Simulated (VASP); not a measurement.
# Rh (Fm-3m) in VASP: settings compared

Rh is run at these levels: LDA, PBE, r2SCAN; tasks: single point.

All numbers are computed with VASP 6.6.1; they aren't measurements. Logs are shortened: lines on timing, memory, paths and dates and some standing lists are left out, and cuts for length are marked.

**1. The cell of the first run**

It takes space group Fm-3m (No. 225, cubic). The conventional cell has a = 3.870 Å, b = 3.870 Å, c = 3.870 Å, α = 90.00°, β = 90.00°, γ = 90.00°. Rh (site symmetry m-3m) has 12 Rh at 2.74 Å within 3.6 Å.

**2. Single point, LDA**

Input file INCAR:

```
PREC = Accurate ; ENCUT = 520
EDIFF = 1E-7 ; ISMEAR = -1
SIGMA = 0.05 ; LREAL = F
LASPH = T ; NELM = 80
ALGO = Normal ; ISIF = 2
LWAVE = F ; LCHARG = F
NBANDS = 14
```

Input file KPOINTS:

```
regular mesh
0
Gamma
  12 12 12
```

Input file POSCAR:

```
Rh
1.0
    0.0000000000      1.9350721950      1.9350721950
    1.9350721950      0.0000000000      1.9350721950
    1.9350721950      1.9350721950      0.0000000000
Rh
1
Direct
    0.0000000000      0.0000000000      0.0000000000
```

Potentials or basis: VASP PAW LDA potentials, release 64 (Rh_pv).

Command:

```bash
$ cat potpaw_LDA.64/Rh_pv/POTCAR > POTCAR
$ mpirun -np 1 vasp_std > vasp.out
```

OUTCAR:

```text
PREC = Accurate
   ENCUT = 520
   EDIFF = 1E-7
   ISMEAR = -1
   LREAL = F
   LASPH = T
   NELM = 80
   ISIF = 2

 ion  position               nearest neighbor table
   1  0.000  0.000  0.000-

  LATTYP: Found a face centered cubic cell.
 ALAT       =     3.8701443900

  Lattice vectors:

 A1 = (   0.0000000000,   1.9350721950,   1.9350721950)
 A2 = (   1.9350721950,   0.0000000000,   1.9350721950)
 A3 = (   1.9350721950,   1.9350721950,   0.0000000000)

Analysis of symmetry for initial positions (statically):
[... 33 lines left out ...]
                                     Primitive cell

  volume of cell :      14.4918

  direct lattice vectors                    reciprocal lattice vectors
     0.000000000  1.935072195  1.935072195    -0.258388292  0.258388292  0.258388292
     1.935072195  0.000000000  1.935072195     0.258388292 -0.258388292  0.258388292
     1.935072195  1.935072195  0.000000000     0.258388292  0.258388292 -0.258388292

  length of vectors
     2.736605342  2.736605342  2.736605342     0.447541650  0.447541650  0.447541650

  position of ions in fractional coordinates (direct lattice)
     0.000000000  0.000000000  0.000000000

  ion indices of the primitive-cell ions
   primitive index   ion index
                 1           1

----------------------------------------------------------------------------------------

 KPOINTS: regular mesh

Automatic generation of k-mesh.
 Grid dimensions read from file:
 generate k-points for:   12   12   12

 Generating k-lattice:

  Cartesian coordinates                     Fractional coordinates (reciprocal lattice)
    -0.021532358  0.021532358  0.021532358     0.083333333  0.000000000  0.000000000
     0.021532358 -0.021532358  0.021532358     0.000000000  0.083333333  0.000000000
     0.021532358  0.021532358 -0.021532358     0.000000000  0.000000000  0.083333333

  Length of vectors
     0.037295138  0.037295138  0.037295138

  Shift w.r.t. Gamma in fractional coordinates (k-lattice)
     0.000000000  0.000000000  0.000000000

 Subroutine IBZKPT returns following result:
 ===========================================

 Found     72 irreducible k-points:

 Following reciprocal coordinates:
            Coordinates               Weight
  0.000000  0.000000  0.000000      1.000000
  0.083333  0.000000  0.000000      8.000000
  0.166667  0.000000  0.000000      8.000000
  0.250000  0.000000  0.000000      8.000000
  0.333333  0.000000  0.000000      8.000000
  0.416667  0.000000  0.000000      8.000000
[... 16 lines left out ...]
  0.500000  0.166667  0.000000     24.000000
 -0.416667  0.166667  0.000000     24.000000
 [... further k-points ...]
   k-points           NKPTS =     72   k-points in BZ     NKDIM =     72   number of bands    NBANDS=     14
   number of dos      NEDOS =    301   number of ions     NIONS =      1
   total plane-waves  NPLWV =   8000
   dimension x,y,z NGX =    20 NGY =   20 NGZ =   20
   dimension x,y,z NGXF=    40 NGYF=   40 NGZF=   40
   ions per type =               1
   NGX,Y,Z   is equivalent  to a cutoff of  12.15, 12.15, 12.15 a.u.
   NGXF,Y,Z  is equivalent  to a cutoff of  24.30, 24.30, 24.30 a.u.
 SYSTEM =  unknown system
   PREC   = accura    normal or accurate (medium, high low for compatibility)
   ISTART =      0    job   : 0-new  1-cont  2-samecut
   ICHARG =      2    charge: 1-file 2-atom 10-const
   ISPIN  =      1    spin polarized calculation?
   LNONCOLLINEAR =      F non collinear calculations
   LSORBIT =      F    spin-orbit coupling
   LASPH  =      T    aspherical Exc in radial PAW
   ENCUT  =  520.0 eV  38.22 Ry    6.18 a.u.   5.09  5.09  5.09*2*pi/ulx,y,z
   NELM   =     80;   NELMIN=  2; NELMDL= -5     # of ELM steps
   EDIFF  = 0.1E-06   stopping-criterion for ELM
   LREAL  =      F    real-space projection
   EDIFFG = 0.1E-05   stopping-criterion for IOM
   NSW    =      0    number of steps for IOM
   IBRION =     -1    ionic relax: 0-MD 1-quasi-New 2-CG
   NFREE  =      0    steps in history (QN), initial steepest desc. (CG)
   ISIF   =      2    stress and relaxation
   ISYM   =      2    0-nonsym 1-usesym 2-fastsym
   POTIM  = 0.5000    time-step for ionic-motion
   TEBEG  =    0.0;   TEEND  =   0.0 temperature during run
   PSTRESS=    0.0 pullay stress
   NELECT =      15.0000    total number of electrons
   NUPDOWN=      -1.0000    fix difference up-down
   EMIN   =  10.00;   EMAX   =-10.00  energy-range for DOS
   EFERMI =   0.00;   METHOD = LEGACY
   ISMEAR =    -1;   SIGMA  =   0.05  broadening in eV -4-tet -1-fermi 0-gaus
   EFERMI_NEDOS =   21; number of points for ismear=-14 and -15
   IALGO  =     38    algorithm
   IMIX   =      4    mixing-type and parameters
     AMIX     =   0.40;   BMIX     =  1.00
     AMIX_MAG =   1.60;   BMIX_MAG =  1.00
  volume/ion in A,a.u.               =      14.49        97.80
  Fermi-wavevector in a.u.,A,eV,Ry     =   1.656017  3.129418 37.312505  2.742392
  Thomas-Fermi vector in A             =   2.744014
   LORBIT       =      0    0 simple, 1 ext, 2 COOP (PROOUT), +10 PAW based schemes
   GGA     = CA    functional components
   LHFCALC =     F    Hartree Fock is set to
   AEXX    =    0.0000 exact exchange contribution
   IVDW    =     0    specifies the selected vdW correction
   LEPSILON=     F    determine dielectric tensor
   LRPA    =     F    only Hartree local field effects (RPA)
 non-spin polarized calculation
  energy-cutoff  :      520.00
  volume of cell :       14.49
 maximum number of plane-waves:       399
   NGX = 11   NGY = 11   NGZ = 11

 number of electron      14.9999993 magnetization

 Free energy of the ion-electron system (eV)
  ---------------------------------------------------
  ext. energy  EPLUGINS =         0.00000000
  ---------------------------------------------------
  free energy    TOTEN  =        -8.59776904 eV

  energy without entropy =       -8.58848129  energy(sigma->0) =       -8.59312517

 E-fermi :  10.7591     XC(G=0): -14.0217

 val. band max:       10.6825026718   @ k =   0.3333   0.0833   0.0000
 cond. band min:      10.7953194520   @ k =   0.3333   0.1667   0.0000
 fundamental gap:      0.1128167802
 Fermi energy:        10.7591040109

 k-point     1 :       0.0000    0.0000    0.0000
  band No.  band energies     occupation
      1     -35.3389      2.00000
      2     -35.3389      2.00000
      3     -35.3389      2.00000
      4       3.1135      2.00000
      5       7.8787      2.00000
      6       7.8787      2.00000
      7       7.8787      2.00000
      8       9.8331      2.00000
      9       9.8331      2.00000
     10      26.7410      0.00000
     11      31.2089      0.00000
     12      31.8452      0.00000
     13      31.8452      0.00000
     14      31.8452      0.00000

 k-point     2 :       0.0833    0.0000    0.0000
  band No.  band energies     occupation
      1     -35.3816      2.00000
      2     -35.3447      2.00000
      3     -35.3447      2.00000
      4       3.3775      2.00000
      5       7.7706      2.00000
      6       7.9774      2.00000
      7       7.9774      2.00000
      8       9.7821      2.00000
      9       9.7821      2.00000
     10      27.0964      0.00000
     11      30.4919      0.00000
     12      31.2110      0.00000
     13      32.2157      0.00000
     14      32.2157      0.00000

 k-point     3 :       0.1667    0.0000    0.0000
  band No.  band energies     occupation
      1     -35.4976      2.00000
      2     -35.3607      2.00000
      3     -35.3607      2.00000
      4       4.0859      2.00000
      5       7.5755      2.00000
      6       8.1785      2.00000
      7       8.1785      2.00000
      8       9.7397      2.00000
      9       9.7397      2.00000
     10      27.6842      0.00000
     11      28.2760      0.00000
     12      31.2101      0.00000
     13      33.2313      0.00000
     14      33.2313      0.00000

 k-point     4 :       0.2500    0.0000    0.0000
  band No.  band energies     occupation
      1     -35.6537      2.00000
      2     -35.3824      2.00000
      3     -35.3824      2.00000
      4       4.8648      2.00000
      5       7.7487      2.00000
      6       8.2229      2.00000
      7       8.2229      2.00000
      8       9.9847      2.00000
      9       9.9847      2.00000
     10      25.4156      0.00000
     11      28.1321      0.00000
     12      31.2097      0.00000
     13      34.4225      0.00000
     14      34.4225      0.00000

 k-point     5 :       0.3333    0.0000    0.0000
  band No.  band energies     occupation
      1     -35.8074      2.00000
      2     -35.4040      2.00000
      3     -35.4040      2.00000
      4       5.1310      2.00000
      5       8.0631      2.00000
      6       8.0631      2.00000
      7       8.8806      2.00000
      8      10.5286      1.98031
      9      10.5286      1.98031
     10      22.6476      0.00000
     11      27.3225      0.00000
     12      31.2098      0.00000
     13      33.5019      0.00000
     14      33.5019      0.00000

 k-point     6 :       0.4167    0.0000    0.0000
  band No.  band energies     occupation
      1     -35.9185      2.00000
      2     -35.4198      2.00000
      3     -35.4198      2.00000
      4       5.0620      2.00000
      5       7.8920      2.00000
      6       7.8920      2.00000
      7      10.5642      1.96026
      8      11.0527      0.00562
      9      11.0527      0.00562
     10      20.0588      0.00000
     11      26.5269      0.00000
     12      31.2100      0.00000
     13      31.9852      0.00000
     14      31.9852      0.00000

 k-point     7 :       0.5000    0.0000    0.0000
  band No.  band energies     occupation
      1     -35.9588      2.00000
      2     -35.4256      2.00000
      3     -35.4256      2.00000
      4       5.0091      2.00000
      5       7.8245      2.00000
      6       7.8245      2.00000
      7      11.2674      0.00008
      8      11.2674      0.00008
      9      11.5157      0.00000
     10      18.8057      0.00000
     11      26.2367      0.00000
     12      31.2098      0.00000
     13      31.4124      0.00000
     14      31.4124      0.00000
[... 205 lines left out ...]
 k-point    20 :       0.2500    0.1667    0.0000
  band No.  band energies     occupation
      1     -35.5927      2.00000
      2     -35.4234      2.00000
      3     -35.4194      2.00000
      4       5.0904      2.00000
      5       6.8049      2.00000
      6       8.4672      2.00000
      7       8.8514      2.00000
      8       9.4374      2.00000
      9      10.3761      1.99906
     10      27.7788      0.00000
     11      29.1794      0.00000
     12      30.4070      0.00000
     13      31.2057      0.00000
     14      31.3338      0.00000

 k-point    21 :       0.3333    0.1667    0.0000
  band No.  band energies     occupation
      1     -35.7195      2.00000
      2     -35.4486      2.00000
      3     -35.4468      2.00000
      4       5.6380      2.00000
      5       6.8871      2.00000
      6       8.0576      2.00000
      7       8.8709      2.00000
      8      10.6108      1.90209
      9      10.7953      0.65289
     10      24.9852      0.00000
     11      28.6066      0.00000
     12      29.7718      0.00000
     13      31.2029      0.00000
     14      31.7525      0.00000

 k-point    22 :       0.4167    0.1667    0.0000
  band No.  band energies     occupation
      1     -35.8305      2.00000
      2     -35.4844      2.00000
      3     -35.4607      2.00000
      4       5.6796      2.00000
      5       7.3332      2.00000
      6       8.0014      2.00000
      7       8.7072      2.00000
      8      11.2153      0.00022
      9      12.2680      0.00000
     10      21.9616      0.00000
     11      27.6040      0.00000
     12      29.3400      0.00000
     13      31.0823      0.00000
     14      31.2451      0.00000

 k-point    23 :       0.5000    0.1667    0.0000
  band No.  band energies     occupation
      1     -35.8965      2.00000
      2     -35.5176      2.00000
      3     -35.4614      2.00000
      4       5.6413      2.00000
      5       7.2810      2.00000
      6       8.5342      2.00000
      7       8.6016      2.00000
      8      11.3196      0.00003
      9      14.1223      0.00000
     10      19.3717      0.00000
     11      26.8547      0.00000
     12      29.5237      0.00000
     13      29.9246      0.00000
     14      31.2128      0.00000

 k-point    24 :      -0.4167    0.1667    0.0000
  band No.  band energies     occupation
      1     -35.9019      2.00000
      2     -35.5381      2.00000
      3     -35.4487      2.00000
      4       5.7012      2.00000
      5       7.2924      2.00000
      6       8.4524      2.00000
      7       8.8329      2.00000
      8      10.9808      0.02346
      9      14.6756      0.00000
     10      18.9442      0.00000
     11      26.4533      0.00000
     12      29.1524      0.00000
     13      30.6042      0.00000
     14      31.2114      0.00000

 [... further k-points ...]
[... 5 lines left out ...]
  --------------------------------------------------------------------------------------
  -------------------------------------------------------------------------------------
  Total       -2.0369825     -2.0369825     -2.0369825      0.0000000      0.0000000     -0.0000000
  in kB     -225.2041438   -225.2041438   -225.2041438      0.0000000      0.0000000     -0.0000000
  external PRESSURE =    -225.2041438 kB  Pullay stress =       0.0000000 kB

 VOLUME and BASIS-vectors are now :
 -----------------------------------------------------------------------------
  energy-cutoff  :      520.00
  volume of cell :       14.49
      direct lattice vectors                 reciprocal lattice vectors
     0.000000000  1.935072195  1.935072195    -0.258388292  0.258388292  0.258388292
     1.935072195  0.000000000  1.935072195     0.258388292 -0.258388292  0.258388292
     1.935072195  1.935072195  0.000000000     0.258388292  0.258388292 -0.258388292

 POSITION                                       TOTAL-FORCE (eV/Angst)
 -----------------------------------------------------------------------------------
      0.00000      0.00000      0.00000         0.000000      0.000000      0.000000
 -----------------------------------------------------------------------------------
    total drift:                                0.000000     -0.000000      0.000000

  FREE ENERGIE OF THE ION-ELECTRON SYSTEM (eV)
  ---------------------------------------------------
  free  energy   TOTEN  =        -8.5977690422 eV

  energy  without entropy=       -8.5884812901  energy(sigma->0) =       -8.59312517
```

It took 8.7 s on 1 thread of Intel Xeon Platinum 8259CL at 2.50GHz (Skylake/Cascade Lake), shared host; peak memory 0.13 GiB.

Results:

```
Free energy : -8.5978 eV
Pressure    : -22.5 GPa
```

(Continued in part 2 of 2.)
